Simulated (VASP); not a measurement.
# TiSi2 in VASP: notebook, part 3 of 3

VASP 6.6.1. The steps go on from the part before.

## 5. Electric field gradients, PBE (equal xy, yz and zx shear strains of -1 %)

File INCAR:

```
ALGO     = Normal         # electronic algorithm
EDIFF    = 1E-8           # SCF threshold, eV
ENCUT    = 520            # plane-wave cutoff, eV
GGA      = PE             # functional
ISIF     = 2              # what is computed and relaxed
ISMEAR   = -1             # smearing method
LASPH    = True           # aspherical terms in the spheres
LCHARG   = False          # write CHGCAR
LEFG     = True         
LREAL    = False          # projectors in reciprocal space
LWAVE    = False          # write WAVECAR
NBANDS   = 29             # bands
NELM     = 100            # most SCF steps
PREC     = Accurate       # precision mode
SIGMA    = 0.08           # smearing width, eV
```

File KPOINTS:

```
k-points
0
Gamma
  8 8 8
```

File POSCAR:

```
TiSi2
1.0
   -0.0418975000      4.0966925000      4.2409100000
    2.3651925000     -0.0332400000      4.2495675000
    2.3659100000      4.1060675000     -0.0325225000
Ti Si
2 4
Direct
    0.7500000000      0.7500000000      0.7500000000
    0.5000000000      0.5000000000      0.5000000000
    0.0830000000      0.4170000000      0.0830000000
    0.4170000000      0.0830000000      0.4170000000
    0.1670000000      0.8330000000      0.1670000000
    0.8330000000      0.1670000000      0.8330000000
```

Potentials or basis: VASP PAW PBE potentials, release 64 (Ti_sv, Si).

On the command line:

```bash
cat potpaw_PBE.64/Ti_sv/POTCAR potpaw_PBE.64/Si/POTCAR > POTCAR
mpirun -np 1 vasp_std > vasp.out
```

OUTCAR:

```text
EDIFF = 1E-8
   ENCUT = 520
   GGA = PE
   ISIF = 2
   ISMEAR = -1
   LASPH = True
   LREAL = False
   NELM = 100
   PREC = Accurate

 ion  position               nearest neighbor table
   1  0.750  0.750  0.750-   6 2.52   6 2.53   5 2.54   5 2.55   3 2.74   4 2.74   4 2.74   3 2.74
                             3 2.77   4 2.77
   2  0.500  0.500  0.500-   4 2.52   4 2.53   3 2.54   3 2.55   5 2.74   6 2.74   6 2.74   5 2.74
                             5 2.77   6 2.77
   3  0.083  0.417  0.083-   5 2.52   5 2.54   2 2.54   2 2.55   4 2.74   1 2.74   1 2.74   4 2.75
                             4 2.76   1 2.77
   4  0.417  0.083  0.417-   2 2.52   2 2.53   6 2.55   6 2.55   3 2.74   1 2.74   1 2.74   3 2.75
                             3 2.76   1 2.77
   5  0.167  0.833  0.167-   3 2.52   3 2.54   1 2.54   1 2.55   6 2.74   2 2.74   2 2.74   6 2.75
                             6 2.76   2 2.77
   6  0.833  0.167  0.833-   1 2.52   1 2.53   4 2.55   4 2.55   5 2.74   2 2.74   2 2.74   5 2.75
                             5 2.76   2 2.77

  Warning from LATTYP: Got some problem with cell dimensions!
  Tried to take original basis but could not verify dimensions!
  LATTYP: Found a triclinic cell.
 ALAT       =     4.7390271318
 B/A-ratio  =     1.2567311794
 C/A-ratio  =     1.0071939220
 COS(alpha) =     0.0002403380
 COS(beta)  =     0.4949293544
 COS(gamma) =     0.6071836145

  Lattice vectors:

 A1 = (  -2.3659100000,  -4.1060675000,   0.0325225000)
 A2 = (  -0.0007175000,  -4.1393075000,   4.2820900000)
 A3 = (  -4.7730000000,   0.0238650000,   0.0238650000)

Analysis of symmetry for initial positions (statically):
=====================================================================
 Subroutine PRICEL returns:
 Original cell was already a primitive cell.

 Routine SETGRP: Setting up the symmetry group for a
 triclinic supercell.

 Subroutine GETGRP returns: Found  2 space group operations
 (whereof  1 operations were pure point group operations)
 out of a pool of  2 trial point group operations.

The static configuration has the point symmetry C_1 .
 The point group associated with its full space group is S_2 .

Analysis of symmetry for dynamics (positions and initial velocities):
=====================================================================
 Subroutine PRICEL returns:
 Original cell was already a primitive cell.

 Routine SETGRP: Setting up the symmetry group for a
 triclinic supercell.

 Subroutine GETGRP returns: Found  2 space group operations
 (whereof  1 operations were pure point group operations)
 out of a pool of  2 trial point group operations.

The dynamic configuration has the point symmetry C_1 .
 The point group associated with its full space group is S_2 .

 Subroutine INISYM returns: Found  2 space group operations
 (whereof  1 operations are pure point group operations),
 and found     1 'primitive' translations

----------------------------------------------------------------------------------------

                                     Primitive cell

  volume of cell :      83.7544

  direct lattice vectors                    reciprocal lattice vectors
    -0.041897500  4.096692500  4.240910000    -0.208322568  0.120961015  0.116892771
     2.365192500 -0.033240000  4.249567500     0.209501819 -0.119781764  0.117778179
     2.365910000  4.106067500 -0.032522500     0.209542913  0.121887517 -0.115672427
[... 122 lines left out ...]
   LRPA    =     F    only Hartree local field effects (RPA)
 non-spin polarized calculation
  energy-cutoff  :      520.00
  volume of cell :       83.75
 maximum number of plane-waves:      2273
 NGX is ok and might be reduce to    48
   NGX = 21   NGY = 19   NGZ = 17

 number of electron      40.0000004 magnetization

 Free energy of the ion-electron system (eV)
  ---------------------------------------------------
  ext. energy  EPLUGINS =         0.00000000
  ---------------------------------------------------
  free energy    TOTEN  =       -40.69734665 eV

  energy without entropy =      -40.65421456  energy(sigma->0) =      -40.67578061

 E-fermi :  10.2230     XC(G=0): -11.7438

 val. band max:       10.2203172477   @ k =  -0.1250   0.3750   0.1250
 cond. band min:      10.2296238049   @ k =  -0.2500   0.2500   0.0000
 fundamental gap:      0.0093065571
 Fermi energy:        10.2229610701

 k-point     1 :       0.0000    0.0000    0.0000
  band No.  band energies     occupation
      1     -46.0357      2.00000
      2     -46.0068      2.00000
      3     -22.4240      2.00000
      4     -22.4059      2.00000
      5     -22.3304      2.00000
      6     -22.3169      2.00000
[... 757 lines left out ...]
     28      14.3324      0.00000
     29      14.4553      0.00000

 [... further k-points ...]

------------------------ aborting loop because EDIFF is reached ----------------------------------------

  FORCE on cell =-STRESS in cart. coord.  units (eV):
  Direction    XX          YY          ZZ          XY          YZ          ZX
  --------------------------------------------------------------------------------------
  -------------------------------------------------------------------------------------
  Total        1.5407527      1.0007610      1.0921907      0.6907824      0.4991652      0.8311103
  in kB       29.4737868     19.1440302     20.8930316     13.2143033      9.5487664     15.8987022
  external PRESSURE =      23.1702828 kB  Pullay stress =       0.0000000 kB

 VOLUME and BASIS-vectors are now :
 -----------------------------------------------------------------------------
  energy-cutoff  :      520.00
  volume of cell :       83.75
      direct lattice vectors                 reciprocal lattice vectors
    -0.041897500  4.096692500  4.240910000    -0.208322568  0.120961015  0.116892771
     2.365192500 -0.033240000  4.249567500     0.209501819 -0.119781764  0.117778179
     2.365910000  4.106067500 -0.032522500     0.209542913  0.121887517 -0.115672427

 POSITION                                       TOTAL-FORCE (eV/Angst)
 -----------------------------------------------------------------------------------
      3.51690      6.12714      6.34347        -0.066325     -0.066731     -0.062428
      2.34460      4.08476      4.22898         0.066325      0.066731      0.062428
      1.17918      0.66697      2.12137        -0.025553      0.171716      0.003494
      1.16542      3.41779      2.10761        -0.030497     -0.234037     -0.057065
      2.35832      1.34217      4.24269         0.025553     -0.171716     -0.003494
      2.33089      6.82735      4.21526         0.030497      0.234037      0.057065
 -----------------------------------------------------------------------------------
    total drift:                               -0.000000     -0.000000     -0.000000

  FREE ENERGIE OF THE ION-ELECTRON SYSTEM (eV)
  ---------------------------------------------------
  free  energy   TOTEN  =       -40.6973466544 eV

  energy  without entropy=      -40.6542145642  energy(sigma->0) =      -40.67578061

 Electric field gradients (V/A^2)
---------------------------------------------------------------------
 ion       V_xx      V_yy      V_zz      V_xy      V_xz      V_yz
---------------------------------------------------------------------
   1      -2.490    10.340    -7.850    -2.570    -2.730    -1.710
   2      -2.490    10.340    -7.850    -2.570    -2.730    -1.710
   3       1.097    12.509   -13.606    -1.281    26.060    -0.348
   4       1.785    13.110   -14.895    -0.884   -28.582    -0.447
   5       1.097    12.509   -13.606    -1.281    26.060    -0.348
   6       1.785    13.110   -14.895    -0.884   -28.582    -0.447
---------------------------------------------------------------------

 Electric field gradients after diagonalization (V/A^2)
 (convention: |V_zz| > |V_xx| > |V_yy|)
----------------------------------------------------------------------
 ion       V_xx      V_yy      V_zz     asymmetry (V_yy - V_xx)/ V_zz
----------------------------------------------------------------------
   1      -9.338    -1.572    10.910       0.712
   2      -9.338    -1.572    10.910       0.712
   3      21.001    12.336   -33.337       0.260
   4      23.238    13.107   -36.345       0.279
   5      21.001    12.336   -33.337       0.260
   6      23.238    13.107   -36.345       0.279
----------------------------------------------------------------------

           NMR quadrupolar parameters

 Cq : quadrupolar parameter    Cq=e*Q*V_zz/h
 eta: asymmetry parameters     (V_yy - V_xx)/ V_zz
 Q  : nuclear electric quadrupole moment in mb (millibarn)
----------------------------------------------------------------------
 ion       Cq(MHz)       eta       Q (mb)
----------------------------------------------------------------------
   1       0.026       0.712       1.000
   2       0.026       0.712       1.000
   3      -0.081       0.260       1.000
   4      -0.088       0.279       1.000
   5      -0.081       0.260       1.000
   6      -0.088       0.279       1.000
----------------------------------------------------------------------
```

It took 19 min on 1 thread of Oxide Virtual Turin-like, shared host; peak memory 0.58 GiB.

Results:

| Quantity | Value |
| --- | --- |
| Free energy | -40.6973 eV |
| Pressure | 2.3 GPa |
| Largest force | 0.243 eV/Å |
| Band gap on the k mesh | zero (bands 20 and 21 overlap by 1.84 eV) |
| Largest electric field gradient by atom | Ti +10.9; Si -33.3, -36.3 (each value once) V/Å² |

Forces on the atoms (eV/Å):
```
Ti  -0.066 -0.067 -0.062
Ti   0.066  0.067  0.062
Si  -0.026  0.172  0.003
Si  -0.030 -0.234 -0.057
Si   0.026 -0.172 -0.003
Si   0.030  0.234  0.057
```

Stress tensor (GPa, compression positive):
```
2.95 1.32 1.59
1.32 1.91 0.95
1.59 0.95 2.09
```

Levels at points of the mesh, in eV from the Fermi level:
| k point | band 18 | band 19 | band 20 | band 21 | band 22 | band 23 |
| --- | --- | --- | --- | --- | --- | --- |
| (0.00, 0.00, 0.00) | -1.95 | -1.72 | -1.50 | -0.94 | 2.01 | 3.20 |
| (0.50, 0.00, 0.00) | -1.11 | -0.08 | 0.12 | 1.02 | 1.33 | 1.69 |
| (0.00, 0.50, 0.00) | -1.14 | -0.04 | 0.17 | 1.03 | 1.36 | 1.85 |
| (0.50, 0.50, 0.00) | -1.57 | -1.05 | -1.02 | 0.80 | 0.81 | 3.18 |
| (0.00, 0.00, 0.50) | -1.06 | -0.01 | 0.17 | 1.01 | 1.32 | 1.80 |
| (0.50, 0.00, 0.50) | -2.34 | -0.88 | -0.84 | 1.25 | 1.26 | 3.25 |
| (0.00, 0.50, 0.50) | -1.23 | -0.66 | -0.65 | 0.90 | 0.94 | 2.25 |
| (0.50, 0.50, 0.50) | -1.05 | -0.08 | 0.18 | 1.09 | 1.39 | 1.74 |

Electric field gradients, principal values (V/Å²):
```
atom   least  middle  greatest (by size)
1 Ti  -1.572  -9.338              10.910
2 Ti  -1.572  -9.338              10.910
3 Si  12.336  21.001             -33.337
4 Si  13.107  23.238             -36.345
5 Si  12.336  21.001             -33.337
6 Si  13.107  23.238             -36.345
```

Caveat: the cell differs from its parent crystal (equal xy, yz and zx shear strains of -1 %); without QUAD_EFG the Cq values of the log hold for a quadrupole moment of 1 mb, not for the nuclei.

## 6. The runs side by side

| cell | gap on the mesh (eV) | pressure (GPa) | largest force (eV/Å) |
| --- | --- | --- | --- |
| a = 5.846, b = 4.818, c = 4.695 Å, angles 75.8, 53.0, 51.1°, 6 atoms | none | 9.1 | 0.21 |
| a = 5.906, b = 4.868, c = 4.744 Å, angles 75.8, 53.0, 51.1°, 6 atoms | none | 3.8 | 0.21 |
| a = 5.986, b = 4.926, c = 4.801 Å, angles 74.2, 51.9, 50.1°, 6 atoms | none | 2.5 | 0.27 |
| a = 5.897, b = 4.864, c = 4.739 Å, angles 76.7, 53.6, 51.7°, 6 atoms | none | 2.3 | 0.24 |

Alike in all rows: task electric field gradients; level PBE; potentials or basis VASP PAW PBE potentials, release 64 (Ti_sv, Si); no spin polarisation; k mesh 8 × 8 × 8; cutoff (eV) 520; smearing fermi-dirac 0.08 eV.

Caveats: the cell stands under pressure (at least some runs).

Absolute energies hang on the potentials; compare differences alone.
